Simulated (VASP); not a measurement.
The system is LiMnAsS4.

```
CELL_PARAMETERS angstrom
0.00000 5.77272 0.00000
5.77272 0.00000 0.00000
2.88636 2.88636 -4.48397
ATOMIC_POSITIONS crystal
As 0.75000 0.25000 0.50000
Li 0.50000 0.50000 0.00000
S 0.41200 0.92230 0.73040
S 0.07770 0.14240 0.26960
S 0.85760 0.34730 0.73040
S 0.65270 0.58800 0.26960
Mn 0.00000 0.00000 0.00000
```

Base run:

- Program: VASP 6.6.1
- Functional: r2SCAN
- Potentials or basis: VASP PAW PBE potentials, release 64 (As, Li_sv, S, Mn_pv)
- Cutoff: 520 eV
- k mesh: 4 × 4 × 4
- Occupations: fermi-dirac, width 0.1 eV
- Spin: no spin polarisation
- Hubbard terms: Mn d U = 1.73 eV

Its results: largest force 3.253 eV/Å.

Problem. The run is repeated on the same cell with these changes: spin from no spin polarisation to collinear spin, ferromagnetic start; further incar settings from ALGO = Normal; EDIFF = 1e-06; NBANDS = 32 to ALGO = Normal; EDIFF = 1e-06; NBANDS = 36. What comes out?

Solution. Net moment -5.00 μB per cell; site moments As -0.04; Li -0.00; S -0.02; Mn -4.41 μB; largest force 2.381 eV/Å.

Caveats: the PAW data sets were made with another functional, which shifts forces and pressure a little; U without spin polarisation on a metal has little footing (some runs); a cell with one magnetic atom can't hold antiferromagnetic order, which such compounds often take (some runs).
